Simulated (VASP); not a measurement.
# FeO in VASP: single point with PBEsol

Aim: the single point of FeO with PBEsol.

Everything below comes from runs of VASP 6.6.1. Logs are shortened: lines on timing, memory, paths and dates and some standing lists are left out, and cuts for length are marked.

## 1. The cell of the first run

The cell holds a slab with vacuum, 12 atoms: a = 3.002 Å, b = 3.002 Å, c = 25.615 Å, α = 90.00°, β = 90.00°, γ = 90.00°.

## 2. Single point, PBEsol, collinear spin, ferromagnetic start

Contents of INCAR:

```
PREC     = Accurate       # precision mode
ENCUT    = 520            # plane-wave cutoff, eV
EDIFF    = 1E-7           # SCF threshold, eV
ISMEAR   = 0              # smearing method
SIGMA    = 0.1            # smearing width, eV
LREAL    = False          # projectors in reciprocal space
LASPH    = True           # aspherical terms in the spheres
NELM     = 150            # most SCF steps
ALGO     = Normal         # electronic algorithm
ISIF     = 2              # what is computed and relaxed
LWAVE    = False          # write WAVECAR
LCHARG   = True           # write CHGCAR
ISPIN    = 2              # spin polarisation
MAGMOM   = 3.76 3.76 3.76 3.76 3.76 3.76 0.37 0.37 0.37 0.37 0.37 0.37 # initial moments
LORBIT   = 11             # projections on sites
LMAXMIX  = 4              # l up to which the mixer works
LDIPOL   = True         
IDIPOL   = 3            
DIPOL    = 0.5 0.5 0.500
GGA      = PS             # functional
LVHAR    = True         
LVACPOTAV= True         
NBANDS   = 58             # bands
KPAR     = 4
```

Contents of KPOINTS:

```
regular mesh
0
Gamma
  12 12 1
```

Contents of POSCAR:

```
FeO
1.0
    3.0023033395      0.0000000000      0.0000000000
    0.0000000000      3.0023033395      0.0000000000
    0.0000000000      0.0000000000     25.6147452527
Fe O
6 6
Direct
    0.5000000000      0.5000000000      0.2970088282
    0.0000000000      0.0000000000      0.3698852469
    0.5000000000      0.5000000000      0.4622770033
    0.0000000000      0.0000000000      0.5377229956
    0.5000000000      0.5000000000      0.6301147531
    0.0000000000      0.0000000000      0.7029911727
    0.0000000000      0.0000000000      0.2877871345
    0.5000000000      0.5000000000      0.3778711713
    0.0000000000      0.0000000000      0.4555862680
    0.5000000000      0.5000000000      0.5444137314
    0.0000000000      0.0000000000      0.6221288289
    0.5000000000      0.5000000000      0.7122128660
```

Potentials or basis: VASP PAW PBE potentials, release 64 (Fe, O).

Run with:

```console
cat potpaw_PBE.64/Fe/POTCAR potpaw_PBE.64/O/POTCAR > POTCAR
mpirun -np 4 vasp_std > vasp.out
```

OUTCAR:

```text
PREC = Accurate
   ENCUT = 520
   EDIFF = 1E-7
   ISMEAR = 0
   LREAL = False
   LASPH = True
   NELM = 150
   ISIF = 2
   ISPIN = 2
   LORBIT = 11
   GGA = PS

 ion  position               nearest neighbor table
   1  0.500  0.500  0.297-   8 2.07   7 2.14   7 2.14   7 2.14   7 2.14   2 2.83   2 2.83   2 2.83
                             2 2.83
   2  0.000  0.000  0.370-   7 2.10   8 2.13   8 2.13   8 2.13   8 2.13   9 2.20   1 2.83   1 2.83
                             1 2.83   1 2.83
   3  0.500  0.500  0.462-  10 2.10   9 2.13   9 2.13   9 2.13   9 2.13   8 2.16   4 2.87   4 2.87
                             4 2.87   4 2.87
   4  0.000  0.000  0.538-   9 2.10  10 2.13  10 2.13  10 2.13  10 2.13  11 2.16   3 2.87   3 2.87
                             3 2.87   3 2.87
   5  0.500  0.500  0.630-  12 2.10  11 2.13  11 2.13  11 2.13  11 2.13  10 2.20   6 2.83   6 2.83
                             6 2.83   6 2.83
   6  0.000  0.000  0.703-  11 2.07  12 2.14  12 2.14  12 2.14  12 2.14   5 2.83   5 2.83   5 2.83
                             5 2.83
   7  0.000  0.000  0.288-   2 2.10   1 2.14   1 2.14   1 2.14   1 2.14
   8  0.500  0.500  0.378-   1 2.07   2 2.13   2 2.13   2 2.13   2 2.13   3 2.16
   9  0.000  0.000  0.456-   4 2.10   3 2.13   3 2.13   3 2.13   3 2.13   2 2.20
  10  0.500  0.500  0.544-   3 2.10   4 2.13   4 2.13   4 2.13   4 2.13   5 2.20
  11  0.000  0.000  0.622-   6 2.07   5 2.13   5 2.13   5 2.13   5 2.13   4 2.16
  12  0.500  0.500  0.712-   5 2.10   6 2.14   6 2.14   6 2.14   6 2.14

  LATTYP: Found a simple tetragonal cell.
 ALAT       =     3.0023033395
 C/A-ratio  =     8.5316979519

  Lattice vectors:

 A1 = (   3.0023033395,   0.0000000000,   0.0000000000)
 A2 = (   0.0000000000,   3.0023033395,   0.0000000000)
 A3 = (   0.0000000000,   0.0000000000,  25.6147452527)

Analysis of symmetry for initial positions (statically):
=====================================================================
 Subroutine PRICEL returns:
 Original cell was already a primitive cell.

 Routine SETGRP: Setting up the symmetry group for a
 simple tetragonal supercell.

 Subroutine GETGRP returns: Found 16 space group operations
 (whereof  8 operations were pure point group operations)
 out of a pool of 16 trial point group operations.

The static configuration has the point symmetry C_4v.
 The point group associated with its full space group is D_4h.

Analysis of symmetry for dynamics (positions and initial velocities):
=====================================================================
 Subroutine PRICEL returns:
 Original cell was already a primitive cell.

 Routine SETGRP: Setting up the symmetry group for a
 simple tetragonal supercell.

 Subroutine GETGRP returns: Found 16 space group operations
 (whereof  8 operations were pure point group operations)
 out of a pool of 16 trial point group operations.

The dynamic configuration has the point symmetry C_4v.
 The point group associated with its full space group is D_4h.

Analysis of structural, dynamic, and magnetic symmetry:
=====================================================================
 Subroutine PRICEL returns:
 Original cell was already a primitive cell.

 Routine SETGRP: Setting up the symmetry group for a
 simple tetragonal supercell.

 Subroutine GETGRP returns: Found 16 space group operations
 (whereof  8 operations were pure point group operations)
 out of a pool of 16 trial point group operations.

The overall configuration has the point symmetry C_4v.
 The point group associated with its full space group is D_4h.

 Subroutine INISYM returns: Found 16 space group operations
 (whereof  8 operations are pure point group operations),
 and found     1 'primitive' translations

----------------------------------------------------------------------------------------

                                     Primitive cell

  volume of cell :     230.8868

  direct lattice vectors                    reciprocal lattice vectors
     3.002303340  0.000000000  0.000000000     0.333077603  0.000000000  0.000000000
     0.000000000  3.002303340  0.000000000     0.000000000  0.333077603  0.000000000
     0.000000000  0.000000000 25.614745253     0.000000000  0.000000000  0.039040013

  length of vectors
[... 105 lines left out ...]
   NSW    =      0    number of steps for IOM
   IBRION =     -1    ionic relax: 0-MD 1-quasi-New 2-CG
   NFREE  =      0    steps in history (QN), initial steepest desc. (CG)
   ISIF   =      2    stress and relaxation
   ISYM   =      2    0-nonsym 1-usesym 2-fastsym
   POTIM  = 0.5000    time-step for ionic-motion
   TEBEG  =    0.0;   TEEND  =   0.0 temperature during run
   PSTRESS=    0.0 pullay stress
   NELECT =      84.0000    total number of electrons
   NUPDOWN=      -1.0000    fix difference up-down
   EMIN   =  10.00;   EMAX   =-10.00  energy-range for DOS
   EFERMI =   0.00;   METHOD = LEGACY
   ISMEAR =     0;   SIGMA  =   0.10  broadening in eV -4-tet -1-fermi 0-gaus
   EFERMI_NEDOS =   21; number of points for ismear=-14 and -15
   IALGO  =     38    algorithm
   IMIX   =      4    mixing-type and parameters
     AMIX     =   0.40;   BMIX     =  1.00
     AMIX_MAG =   1.60;   BMIX_MAG =  1.00
  volume/ion in A,a.u.               =      19.24       129.84
  Fermi-wavevector in a.u.,A,eV,Ry     =   1.168696  2.208515 18.583520  1.365850
  Thomas-Fermi vector in A             =   2.305179
   LORBIT       =     11    0 simple, 1 ext, 2 COOP (PROOUT), +10 PAW based schemes
   GGA     = PS    functional components
   LHFCALC =     F    Hartree Fock is set to
   AEXX    =    0.0000 exact exchange contribution
   IVDW    =     0    specifies the selected vdW correction
   LEPSILON=     F    determine dielectric tensor
   LRPA    =     F    only Hartree local field effects (RPA)
 spin polarized calculation
 Gauss-broadening in eV      SIGMA  =   0.10
  energy-cutoff  :      520.00
  volume of cell :      230.89
 maximum number of plane-waves:      6279
 NGX is ok and might be reduce to    24
   NGX = 11   NGY = 11   NGZ = 95

 number of electron      84.0000031 magnetization      23.9819141

 dipolmoment           0.000000      0.000000      0.000001 electrons x Angstroem

 Free energy of the ion-electron system (eV)
  ---------------------------------------------------
  ext. energy  EPLUGINS =         0.00000000
  ---------------------------------------------------
  free energy    TOTEN  =       -94.49564476 eV

  energy without entropy =      -94.46364353  energy(sigma->0) =      -94.47964415

 E-fermi :   1.1767     XC(G=0):  -6.8492

 val. band max:        1.1723745675   @ k =   0.3333   0.0000   0.0000
 cond. band min:       1.1905247170   @ k =   0.5000   0.0833   0.0000
 fundamental gap:      0.0181501496
 Fermi energy:         1.1766533355

 spin component 1

 k-point     1 :       0.0000    0.0000    0.0000
  band No.  band energies     occupation
      1     -19.5758      1.00000
      2     -19.3406      1.00000
      3     -18.8481      1.00000
      4     -18.5594      1.00000
      5     -18.3060      1.00000
      6     -18.2890      1.00000
[... 1357 lines left out ...]
     53       0.0243      1.00000
     54       0.2310      1.00000

 [... further k-points ...]

 spin component 2

 k-point     1 :       0.0000    0.0000    0.0000
  band No.  band energies     occupation
      1     -18.9834      1.00000
      2     -18.7393      1.00000
      3     -18.2448      1.00000
      4     -17.9480      1.00000
      5     -17.7079      1.00000
      6     -17.6758      1.00000
[... 1357 lines left out ...]
     53       3.3301      0.00000
     54       3.5062      0.00000

 [... further k-points ...]

 [bands above 54 left out]

------------------------ aborting loop because EDIFF is reached ----------------------------------------

  FORCE on cell =-STRESS in cart. coord.  units (eV):
  Direction    XX          YY          ZZ          XY          YZ          ZX
  --------------------------------------------------------------------------------------
  -------------------------------------------------------------------------------------
  Total       -6.6125728     -6.6125728      0.2468376      0.0000000      0.0000000      0.0000000
  in kB      -45.8861764    -45.8861764      1.7128631      0.0000000      0.0000000      0.0000000
  external PRESSURE =     -30.0198299 kB  Pullay stress =       0.0000000 kB

 VOLUME and BASIS-vectors are now :
 -----------------------------------------------------------------------------
  energy-cutoff  :      520.00
  volume of cell :      230.89
      direct lattice vectors                 reciprocal lattice vectors
     3.002303340  0.000000000  0.000000000     0.333077603  0.000000000  0.000000000
     0.000000000  3.002303340  0.000000000     0.000000000  0.333077603  0.000000000
     0.000000000  0.000000000 25.614745253     0.000000000  0.000000000  0.039040013

 POSITION                                       TOTAL-FORCE (eV/Angst)
 -----------------------------------------------------------------------------------
      1.50115      1.50115      7.60781         0.000000     -0.000000     -0.038749
      0.00000      0.00000      9.47452         0.000000      0.000000      0.021786
      1.50115      1.50115     11.84111         0.000000      0.000000     -0.021029
      0.00000      0.00000     13.77364         0.000000     -0.000000      0.021029
      1.50115      1.50115     16.14023        -0.000000      0.000000     -0.021786
      0.00000      0.00000     18.00694         0.000000      0.000000      0.038749
      0.00000      0.00000      7.37159         0.000000      0.000000     -0.006889
      1.50115      1.50115      9.67907         0.000000      0.000000     -0.007712
      0.00000      0.00000     11.66973         0.000000     -0.000000      0.013425
      1.50115      1.50115     13.94502         0.000000      0.000000     -0.013425
      0.00000      0.00000     15.93567         0.000000     -0.000000      0.007712
      1.50115      1.50115     18.24315        -0.000000      0.000000      0.006889
 -----------------------------------------------------------------------------------
    total drift:                                0.000000     -0.000000      0.000158

  FREE ENERGIE OF THE ION-ELECTRON SYSTEM (eV)
  ---------------------------------------------------
  free  energy   TOTEN  =       -94.4956447595 eV

  energy  without entropy=      -94.4636435346  energy(sigma->0) =      -94.47964415

 vacuum level on the upper side and lower side of the slab         5.118         5.118

 total charge

# of ion       s       p       d       tot
------------------------------------------
    1        0.297   0.365   6.099   6.762
    2        0.308   0.397   6.115   6.820
    3        0.306   0.396   6.108   6.810
    4        0.306   0.396   6.108   6.810
    5        0.308   0.397   6.115   6.820
    6        0.297   0.365   6.099   6.762
    7        1.553   3.383   0.000   4.935
    8        1.553   3.432   0.000   4.984
    9        1.552   3.429   0.000   4.981
   10        1.552   3.429   0.000   4.981
   11        1.553   3.432   0.000   4.984
   12        1.553   3.383   0.000   4.935
--------------------------------------------------
tot         11.137  22.803  36.645  70.584

 magnetization (x)

# of ion       s       p       d       tot
------------------------------------------
    1        0.029   0.026   3.495   3.549
    2        0.022   0.018   3.546   3.586
    3        0.025   0.022   3.560   3.606
    4        0.025   0.022   3.560   3.606
    5        0.022   0.018   3.546   3.586
    6        0.029   0.026   3.495   3.549
    7        0.023   0.273   0.000   0.296
    8        0.032   0.296   0.000   0.328
    9        0.031   0.287   0.000   0.318
   10        0.031   0.287   0.000   0.318
   11        0.032   0.296   0.000   0.328
   12        0.023   0.273   0.000   0.296
--------------------------------------------------
tot          0.324   1.844  21.200  23.368
```

It took 9.5 min on 4 MPI ranks of Intel Xeon Platinum 8259CL at 2.50GHz (Skylake/Cascade Lake), shared host; peak memory 0.75 GiB.

Results:

```
Free energy                                           : -94.4956 eV
Largest force                                         : 0.039 eV/Å
Band gap on the k mesh                                : zero (filled and empty bands overlap)
Net moment                                            : 23.98 μB per cell
Site moments                                          : Fe +3.55, +3.59, +3.61 (each value once); O +0.30, +0.33, +0.32 (each value once) μB
Valence electrons inside the program's atomic spheres : Fe 6.76, 6.82, 6.81 (each value once); O 4.93, 4.98 (each value once)
```

Forces on the atoms (eV/Å):
```
Fe   0.000  0.000 -0.039
Fe   0.000  0.000  0.022
Fe   0.000  0.000 -0.021
Fe   0.000  0.000  0.021
Fe   0.000  0.000 -0.022
Fe   0.000  0.000  0.039
O    0.000  0.000 -0.007
O    0.000  0.000 -0.008
O    0.000  0.000  0.013
O    0.000  0.000 -0.013
O    0.000  0.000  0.008
O    0.000  0.000  0.007
```

Levels at points of the mesh, in eV from the Fermi level:
Spin up:
```
           k point  band 51  band 52  band 53  band 54  band 55  band 56  band 57  band 58
(0.00, 0.00, 0.00)    -2.01    -2.01    -1.62    -1.48     0.30     0.74     1.92     3.34
(0.50, 0.00, 0.00)    -0.18    -0.18    -0.04    -0.04     4.33     4.33     4.76     4.76
(0.50, 0.50, 0.00)    -1.91    -1.91    -1.53    -1.53     4.89     4.89     6.05     6.05
```
Spin down:
```csv
k point,band 26,band 27,band 28,band 29,band 30,band 31,band 32,band 33,band 34,band 35
"(0.00, 0.00, 0.00)",-2.03,-1.84,-1.05,-0.80,-0.69,-0.61,-0.61,-0.36,-0.36,-0.02
"(0.50, 0.00, 0.00)",0.20,0.25,0.25,0.34,0.34,0.39,0.39,0.47,0.47,0.50
"(0.50, 0.50, 0.00)",-2.02,-1.52,-1.52,-0.91,-0.91,0.78,0.78,0.84,0.84,0.91
```

Caveat: the PAW data sets were made with another functional, which shifts forces and pressure a little; semilocal functionals often make such compounds metallic where correlation or magnetic order opens a gap, which also shifts bond lengths; the run started ferromagnetic, and an antiferromagnetic order may lie lower in energy.
